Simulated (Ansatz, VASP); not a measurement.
One calculation of MgS, two programs

File INCAR:

```
  PREC = Accurate
  ENCUT = 600
  EDIFF = 1E-6
  ISMEAR = -1
  SIGMA = 0.02
  LREAL = F
  LASPH = T
  NELM = 60
  ALGO = Normal
  ISIF = 3
  LWAVE = F
  LCHARG = F
  IBRION = 2
  NSW = 80
  EDIFFG = -0.01
```

The input KPOINTS:

```
Automatic mesh
0
Gamma
  8 8 8
```

Contents of POSCAR:

```
MgS
1.0
    0.0000000000      2.6016500000      2.6016500000
    2.6016500000      0.0000000000      2.6016500000
    2.6016500000      2.6016500000      0.0000000000
Mg S
1 1
Direct
    0.0000000000      0.0000000000      0.0000000000
    0.5000000000      0.5000000000      0.5000000000
```

Input for Ansatz:

```yaml
crystal:
  lattice:
    - [0.0, 2.60165, 2.60165]
    - [2.60165, 0.0, 2.60165]
    - [2.60165, 2.60165, 0.0]
  atoms:
    - { symbol: Mg, position: [0.0, 0.0, 0.0] }
    - { symbol: S, position: [0.5, 0.5, 0.5] }
  symmetry: { tolerance: 0.0003 }
hamiltonian:
  xc: lda
  pseudopotentials: { kind: paw, azcp: { folder: soft_1 } }
basis:
  ecutwfc: 420
magnetization:
  spin_polarized: false
scf:
  occupations: { method: fermi_dirac, width: 0.02 }
kpoints:
  mp_grid: { grid: [8, 8, 8], shift: [0, 0, 0] }
output:
  forces: true
  stress: true
  eigenvalues: true
relax:
  max_steps: 60
  cell: {}
```

Alike in both runs: task relaxation of cell and atoms; functional LDA; k mesh 8 × 8 × 8; occupations fermi-dirac, width 0.02 eV; no spin polarisation.

|  | VASP | Ansatz |
| --- | --- | --- |
| version | VASP 6.6.1 | Ansatz 0.2.0 |
| potentials or method | VASP PAW LDA potentials, release 64 (Mg, S), cutoff 600 eV | PAW plane waves |
| valence electrons in the cell | 8 | 16 |

|  | VASP | Ansatz | Ansatz less VASP |
| --- | --- | --- | --- |
| gap on the k mesh at the Fermi level, each at its own relaxed structure (eV) | 2.66 | 2.65 | -0.013 |
| relaxed volume (Å³/atom) | 16.76 | 16.87 | +0.109 |
| relaxed cell length with the largest relative difference (Å) | 3.619 | 3.627 | +0.0078 |

Ansatz warns that its potentials were made for another functional, while VASP's fit it. LDA's correlation is that of Perdew and Zunger in VASP and of Perdew and Wang (1992) in Ansatz. VASP's potentials hold 8 valence electrons a cell and Ansatz's 16, so a difference there can come from the potentials and not from the codes.
